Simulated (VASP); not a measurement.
## SbW (NiAs type): single point with PBEsol

The system is SbW (NiAs type).

```xyz
4
Lattice="2.9804 0.0000 0.0000 -1.4902 2.5811 0.0000 0.0000 0.0000 7.9692" Properties=species:S:1:pos:R:3 pbc="T T T"
W     0.0000    0.0000    0.0000
W     0.0000    0.0000    3.9846
Sb    0.0000    1.7207    1.9923
Sb    1.4902    0.8604    5.9769
```

```
Program                : VASP 6.6.1
Task                   : single point
Functional             : PBEsol
Potentials or basis    : VASP PAW PBE potentials, release 64 (W_sv, Sb)
Cutoff                 : 520 eV
k mesh                 : 10 × 10 × 6
Occupations            : fermi-dirac, width 0.05 eV
Spin                   : no spin polarisation
Dipole correction      : no
Further INCAR settings : ALGO = Normal; EDIFF = 1e-06; NBANDS = 27
```

| Property | Result |
| --- | --- |
| Pressure | 53.0 GPa |
| Band gap on the k mesh | zero (bands 19 and 20 overlap by 2.46 eV) |

Stress tensor (GPa, compression positive):
```
53.06  0.00  0.00
 0.00 53.06  0.00
 0.00  0.00 52.79
```

Levels at points of the mesh, in eV from the Fermi level:
| k point | band 15 | band 16 | band 17 | band 18 | band 19 | band 20 | band 21 | band 22 | band 23 | band 24 |
| --- | --- | --- | --- | --- | --- | --- | --- | --- | --- | --- |
| (0.00, 0.00, 0.00) | -1.83 | -1.83 | -1.15 | -1.15 | 0.34 | 0.34 | 0.87 | 0.87 | 5.24 | 6.12 |
| (0.50, 0.00, 0.00) | -4.27 | -3.08 | -2.57 | -0.91 | 0.02 | 1.47 | 3.08 | 3.63 | 3.68 | 3.95 |
| (0.00, 0.00, 0.50) | -1.50 | -1.50 | -1.50 | -1.50 | 0.54 | 0.54 | 0.54 | 0.54 | 7.13 | 7.13 |
| (0.50, 0.00, 0.50) | -3.78 | -3.78 | -1.75 | -1.75 | 0.67 | 0.67 | 3.65 | 3.65 | 3.94 | 3.94 |

Run time: 31 s on 1 thread of Intel(R) Xeon(R) 6975P-C (Granite Rapids) (shared host), peak memory 0.23 GiB.

Caveat: the cell stands under pressure; the PAW data sets were made with another functional, which shifts forces and pressure a little; spin-orbit coupling is left out, which moves the levels of the heavy elements.
